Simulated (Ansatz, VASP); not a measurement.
**Two plane-wave programs on HfZr2Si2**

Contents of INCAR:

```
ALGO = Normal
EDIFF = 1E-7
ENCUT = 520
GGA = PE
ISIF = 2
ISMEAR = 0
LASPH = T
LCHARG = F
LREAL = F
LWAVE = F
NBANDS = 29
NELM = 100
PREC = Accurate
SIGMA = 0.1
```

KPOINTS

```
k-points
0
Gamma
  6 6 4
```

The input POSCAR:

```
HfZr2Si2
1.0
    3.9839163000      0.0000000000      0.0000000000
   -1.9919581500      3.4501727200      0.0000000000
    0.0000000000      0.0000000000      6.4296451800
Zr Hf Si
2 1 2
Direct
    0.3333333300      0.6666666700      0.7763208200
    0.6666666700      0.3333333300      0.2236791800
    0.0000000000      0.0000000000      0.5000000000
    0.0000000000      0.0000000000      0.8611891300
    0.0000000000      0.0000000000      0.1388108700
```

Input for Ansatz:

```yaml
crystal:
  lattice:
    - [3.9839163, 0.0, 0.0]
    - [-1.99195815, 3.45017272, 0.0]
    - [0.0, 0.0, 6.42964518]
  atoms:
    - { symbol: Zr, position: [0.33333333, 0.66666667, 0.77632082] }
    - { symbol: Zr, position: [0.66666667, 0.33333333, 0.22367918] }
    - { symbol: Hf, position: [0.0, 0.0, 0.5] }
    - { symbol: Si, position: [0.0, 0.0, 0.86118913] }
    - { symbol: Si, position: [0.0, 0.0, 0.13881087] }
basis:
  ecutwfc: 420
kpoints:
  mp_grid: { grid: [6, 6, 4] }
hamiltonian:
  xc: pbe
scf:
  occupations: { method: gaussian, width: 0.1 }
  lower_state_search: "off"
output:
  forces: true
  stress: true
  eigenvalues: true
```

Alike in both runs: task single point; functional PBE; k mesh 6 × 6 × 4; occupations gaussian, width 0.1 eV; no spin polarisation.

|  | VASP | Ansatz |
| --- | --- | --- |
| version | VASP 6.6.1 | Ansatz 0.2.0 |
| potentials or method | VASP PAW PBE potentials, release 64 (Zr_sv, Hf_pv, Si), cutoff 520 eV | scalar-relativistic, plane waves, PAW |
| valence electrons in the cell | 42 | 58 |

```tsv
	VASP	Ansatz	Ansatz less VASP
gap on the k mesh at the Fermi level (eV)	none	none	-
rms of the force components (eV/Å)	3.226	3.296	+0.0707
```

Atom by atom the forces differ by 0.071 eV/Å (rms over components). A gap of «none» marks a metal or a gap that the smearing closes. The functional is the same, so the differences come from potentials, cutoffs and numerics. VASP's potentials hold 42 valence electrons a cell and Ansatz's 58, so a difference there can come from the potentials and not from the codes.

Spin-orbit coupling is off throughout.
